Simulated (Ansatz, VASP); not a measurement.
## MgO: VASP beside Ansatz

File INCAR:

```
SYSTEM = MgO
  ALGO = Normal
  EDIFF = 1E-6
  ENCUT = 520
  GGA = PS
  ISIF = 2
  ISMEAR = 0
  LASPH = .TRUE.
  LCHARG = .FALSE.
  LREAL = .FALSE.
  LWAVE = .FALSE.
  NBANDS = 11
  NELM = 80
  PREC = Accurate
  SIGMA = 0.05
```

Contents of KPOINTS:

```
k-points
0
G
  10 10 10
  0 0 0
```

File POSCAR:

```
MgO
1.0
    0.0000000000      2.3441551137      2.1071057202
    2.1071057202      0.0000000000      2.1071057202
    2.1071057202      2.3441551137      0.0000000000
Mg O
1 1
Direct
    0.0000000000      0.0000000000      0.0000000000
    0.5000000000      0.5000000000      0.5000000000
```

Input for Ansatz:

```yaml
crystal:
  lattice:
    - [0.0, 2.3441551137, 2.1071057202]
    - [2.1071057202, 0.0, 2.1071057202]
    - [2.1071057202, 2.3441551137, 0.0]
  atoms:
    - { symbol: Mg, position: [0.0, 0.0, 0.0] }
    - { symbol: O, position: [0.5, 0.5, 0.5] }
basis:
  ecutwfc: 420
kpoints:
  mp_grid: { grid: [10, 10, 10] }
hamiltonian:
  xc: pbesol
scf:
  occupations: { method: gaussian, width: 0.05 }
output:
  forces: true
  stress: true
  eigenvalues: true
```

Change from the starting cell: strain +0.1125 x Voigt [0, 1, 0, 0, 0, 0], atoms carried along.

Alike in both runs: task single point; functional PBEsol; k mesh 10 × 10 × 10; occupations gaussian, width 0.05 eV; no spin polarisation.

|  | VASP | Ansatz |
| --- | --- | --- |
| version | VASP 6.6.1 | Ansatz 0.2.0 |
| potentials or method | VASP PAW PBE potentials, release 64 (Mg, O), cutoff 520 eV | scalar-relativistic, plane waves, PAW |
| valence electrons in the cell | 8 | 16 |

```tsv
	VASP	Ansatz	Ansatz less VASP
gap on the k mesh at the Fermi level (eV)	3.52	3.52	+0.006
least direct gap on the mesh (eV)	3.52	3.52	+0.006
pressure (GPa)	-11.5	-10.9	+0.53
traceless stress, the component that is largest in VASP (GPa)	-5.75	-5.79	-0.039
```

VASP's potentials were made for PBE, not for PBEsol. VASP's potentials hold 8 valence electrons a cell and Ansatz's 16, so a difference there can come from the potentials and not from the codes.
